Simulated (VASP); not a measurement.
Crystal: YCoC.

```
Y Co C
1.0
     3.56793    0.00000    0.00000
     0.00000    3.56793    0.00000
     0.00000    0.00000    3.61911
Y Co C
1 1 1
Direct
  0.00000 0.00000 0.00000
  0.50000 0.50000 0.50000
  0.50000 0.50000 0.00000
```

Base run:

```yaml
Program: VASP 6.6.1
Functional: PBEsol
Potentials_or_basis: VASP PAW PBE potentials, release 64 (Y_sv, Co, C)
Cutoff: 520 eV
k_mesh: 8 × 8 × 8
Occupations: methfessel-paxton, width 0.5 eV
Spin: collinear spin, ferromagnetic start
Starting_moments: "[0.0, 2.5, 0.0] μB"
```

Its results: pressure -5.9 GPa; net moment 0.28 μB per cell; site moments Y -0.03; Co +0.33; C +0.00 μB.

Q: The run is repeated on the same cell with these changes: occupations from methfessel-paxton, width 0.5 eV to methfessel-paxton, width 0.3 eV. What comes out?

A: Pressure -6.0 GPa; net moment 0.09 μB per cell; site moments Y -0.01; Co +0.10; C +0.00 μB.

Caveats: the cell stands under tension; so wide a smearing shifts energies and pressures; the PAW data sets were made with another functional, which shifts forces and pressure a little.
